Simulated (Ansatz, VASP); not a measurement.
**Tl: VASP beside Ansatz**

```
Tl
1.0
     3.50864    0.00000    0.00000
    -1.75432    3.03857    0.00000
     0.00000    0.00000   11.26560
Tl
4
Direct
  0.66667 0.33333 0.75000
  0.00000 0.00000 0.50000
  0.33333 0.66667 0.25000
  0.00000 0.00000 0.00000
```

Alike in both runs: task single point; functional PBEsol; k mesh 9 × 9 × 3; occupations fermi-dirac, width 0.05 eV; no spin polarisation.

|  | VASP | Ansatz |
| --- | --- | --- |
| version | VASP 6.6.1 | Ansatz 0.2.0 |
| potentials or method | VASP PAW PBE potentials, release 64 (Tl_d) | Ansatz PAW |
| plane-wave cutoff (eV) | 520 | 420 |
| valence electrons in the cell | 52 | 52 |

Ansatz gave:

* gap on the k mesh at the Fermi level (eV): none
* pressure (GPa): -1.7
* traceless stress, the component that is largest in VASP (GPa): -0.06

Task: Estimate VASP's values.

Result: gap on the k mesh at the Fermi level (eV): none; pressure (GPa): -1.8; traceless stress, the component that is largest in VASP (GPa): -0.07.

VASP's potentials were made for PBE, not for PBEsol. A gap of «none» marks a metal or a gap that the smearing closes.

Neither program's run includes spin-orbit coupling.
